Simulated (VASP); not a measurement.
Here is a VASP 6.6.1 calculation.

The input INCAR:

```
SYSTEM = Li12NO
ALGO = Normal
DIPOL = 0.5 0.5 0.305
EDIFF = 1E-6
ENCUT = 520
GGA = PE
IDIPOL = 3
ISIF = 2
ISMEAR = 0
ISPIN = 2
KPAR = 4
LASPH = .TRUE.
LCHARG = .FALSE.
LDIPOL = .TRUE.
LORBIT = 11
LREAL = .FALSE.
LWAVE = .FALSE.
MAGMOM = 0 0 0 0 0 0 0 0 0 0 0 0 1 0
NBANDS = 40
NELM = 150
PREC = Accurate
SIGMA = 0.1
```

KPOINTS

```
k-points
0
G
  5 5 1
  0 0 0
```

POSCAR

```
Li12NO
1.0
    5.9451735978      0.0000000000      0.0000000000
   -1.9817245326      5.6051634218      0.0000000000
    0.0000000000      0.0000000000     22.6831262891
Li N O
12 1 1
Direct
    0.2500000000      0.2500000000      0.1763425354
    0.2500000000      0.7500000000      0.1763425354
    0.7500000000      0.2500000000      0.1763425354
    0.7500000000      0.7500000000      0.1763425354
    0.0000000000      0.0000000000      0.2794233694
    0.0000000000      0.5000000000      0.2794233694
    0.5000000000      0.0000000000      0.2794233694
    0.5000000000      0.5000000000      0.2794233694
    0.2500000000      0.2500000000      0.3828011262
    0.2500000000      0.7500000000      0.3828011262
    0.7500000000      0.2500000000      0.3828011262
    0.7500000000      0.7500000000      0.3828011262
    0.9166666667      0.5833333333      0.4401124502
    1.0382105480      0.7048772146      0.4768968859
```

Potentials or basis: VASP PAW PBE potentials, release 64 (Li_sv, N, O).

Run with:

```bash
$ cat potpaw_PBE.64/Li_sv/POTCAR potpaw_PBE.64/N/POTCAR potpaw_PBE.64/O/POTCAR > POTCAR
$ mpirun -np 4 vasp_std > vasp.out
```

(1) What does it give for the site moments?

(2) Estimate the net moment.

(3) Estimate the largest force.

Results:

(1) Li +0.00, -0.00, +0.01; N +0.53; O +0.49 μB.

(2) 1.43 μB per cell.

(3) 5.857 eV/Å.

Caveat: the standard files for N, O and F lose accuracy on very short bonds.
